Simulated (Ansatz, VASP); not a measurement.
## SiC in VASP and in Ansatz

```
C Si
1.0
     1.76088    0.00000   -2.52093
    -2.66300   -4.61254    0.01534
    -2.66300    4.61254    0.01534
C Si
3 3
Direct
  0.87500 0.45833 0.79167
  0.87500 0.79167 0.45833
  0.87500 0.12500 0.12500
  0.12500 0.20833 0.54167
  0.12500 0.54167 0.20833
  0.12500 0.87500 0.87500
```

Alike in both runs: functional PBE; dispersion D3(BJ); k mesh 12 × 8 × 8; occupations gaussian, width 0.01 eV; no spin polarisation.

Ansatz relaxed the structure, and its values are those at the end. VASP's run is a single point on that final structure, the one shown.

|  | VASP | Ansatz |
| --- | --- | --- |
| version | VASP 6.6.1 | Ansatz 0.2.0 |
| potentials or method | VASP PAW PBE potentials, release 64 (C, Si), cutoff 520 eV | scalar-relativistic, plane waves, PAW |
| valence electrons in the cell | 24 | 24 |

VASP gave:

- gap on the k mesh at the Fermi level (eV): 1.35
- least direct gap on the mesh (eV): 1.73
- pressure (GPa): -0.1

Question: Which values does Ansatz return?

Answer: gap on the k mesh at the Fermi level (eV): 1.35; least direct gap on the mesh (eV): 1.73; pressure (GPa): 0.0.
